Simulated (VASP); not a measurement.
Wanted: the native input for a VASP 6.6.1 run.

```yaml
Task: single point
Functional: PBE
Dispersion: D3(BJ)
Potentials_or_basis: VASP PAW PBE potentials, release 64 (V_sv, C, H)
Cutoff: 520 eV
k_mesh: 2 × 2 × 1
Occupations: fermi-dirac, width 0.15 eV
Spin: no spin polarisation
Dipole_correction: no
Further_INCAR_settings: LREAL = Auto; ALGO = Normal; EDIFF = 1e-06; NBANDS = 180
```

The structure of V24H4C lies in POSCAR:

```
V24H4C
1.0
    6.0400000000      0.0000000000      0.0000000000
    0.0000000000      9.0600000000      0.0000000000
    0.0000000000      0.0000000000     18.5300000000
V C H
24 1 4
Direct
    0.2500000000      0.1666666667      0.0539665407
    0.7500000000      0.1666666667      0.0539665407
    0.2500000000      0.5000000000      0.0539665407
    0.7500000000      0.5000000000      0.0539665407
    0.2500000000      0.8333333333      0.0539665407
    0.7500000000      0.8333333333      0.0539665407
    0.0000000000      0.0000000000      0.1294441446
    0.5000000000      0.0000000000      0.1294495413
    0.0000000000      0.3333333333      0.1294441446
    0.5000000000      0.3333333333      0.1294441446
    0.0000000000      0.6666666667      0.1294603346
    0.5000000000      0.6666666667      0.1294549379
    0.2500165563      0.1666666667      0.2126173772
    0.7499834437      0.1666666667      0.2126119806
    0.2500331126      0.5000441501      0.2126389638
    0.7499668874      0.5000441501      0.2126389638
    0.2500331126      0.8332891832      0.2126335672
    0.7499668874      0.8332781457      0.2126335672
    0.0000000000     -0.0000441501      0.2784241770
    0.5000000000     -0.0000551876      0.2784349703
    0.0000000000      0.3334105960      0.2784241770
    0.5000000000      0.3334105960      0.2784781436
    0.0000000000      0.6666445916      0.2785213168
    0.5000000000      0.6666556291      0.2786940097
    0.4985927152      0.6466004415      0.5161305990
    0.4855960265      0.7598123620      0.4963788451
    0.3579304636      0.5821633554      0.4966432812
    0.6525496689      0.5972737307      0.4967620076
    0.4984437086      0.6461037528      0.5750350783
```

One way to write it, as run:

INCAR

```
SYSTEM = V24H4C
ALGO = Normal ; EDIFF = 1E-6
ENCUT = 520 ; GGA = PE
ISIF = 2 ; ISMEAR = -1
IVDW = 12 ; LASPH = .TRUE.
LCHARG = .FALSE. ; LREAL = Auto
LWAVE = .FALSE. ; NBANDS = 180
NELM = 100 ; PREC = Accurate
SIGMA = 0.15
```

KPOINTS

```
k-points
0
G
  2 2 1
  0 0 0
```

Potentials or basis: VASP PAW PBE potentials, release 64 (V_sv, C, H).

Run with:

```bash
$ cat potpaw_PBE.64/V_sv/POTCAR potpaw_PBE.64/C/POTCAR potpaw_PBE.64/H/POTCAR > POTCAR
$ mpirun -np 1 vasp_std > vasp.out
```

It gave:

The largest force is 0.845 eV/Å and the band gap on the k mesh is zero (bands 160 and 161 overlap by 0.08 eV). The dispersion energy per atom is -0.352 eV.

Caveat: the k points lie up to 0.52 Å⁻¹ apart; there is no dipole correction, which matters where the two faces differ.

Run time: 68 min on 1 thread of Oxide Virtual Turin-like Processor (shared host), peak memory 1.1 GiB.
